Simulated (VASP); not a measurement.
MnV, 2 atoms in the cell. The structure is cubic, space group Pm-3m (No. 221). Conventional cell: a = 2.900 Å, b = 2.900 Å, c = 2.900 Å, α = 90.00°, β = 90.00°, γ = 90.00°. Within 3.3 Å of Mn (site symmetry m-3m) lie 8 V at 2.51 Å and 6 Mn at 2.90 Å. V (site symmetry m-3m) has 8 Mn at 2.51 Å and 6 V at 2.90 Å within 3.3 Å. 

```yaml
Program: VASP 6.6.1
Task: single point
Functional: LDA
Potentials_or_basis: VASP PAW LDA potentials, release 64 (Mn_pv, V_sv)
Cutoff: 520 eV
k_mesh: 11 × 11 × 11
Occupations: fermi-dirac, width 0.05 eV
Spin: collinear spin, zero start
Starting_moments: "[0.0, 0.0] μB"
Fixed_moment: 0 μB
Dipole_correction: no
Further_INCAR_settings: ALGO = Normal; EDIFF = 1e-07; NBANDS = 24
```

Potentials or basis: VASP PAW LDA potentials, release 64 (Mn_pv, V_sv).

Command:

```bash
$ cat potpaw_LDA.64/Mn_pv/POTCAR potpaw_LDA.64/V_sv/POTCAR > POTCAR
$ mpirun -np 1 vasp_std > vasp.out
```

Hardware: 1 thread of Intel Xeon 8259CL, on a shared host.

**Question.** Estimate the wall time of this run.

**Answer.** Wall time 66 s on 1 thread of Intel Xeon 8259CL, with other jobs on the host, peak memory 0.17 GiB. Counts: scf iterations 14, k points 56.
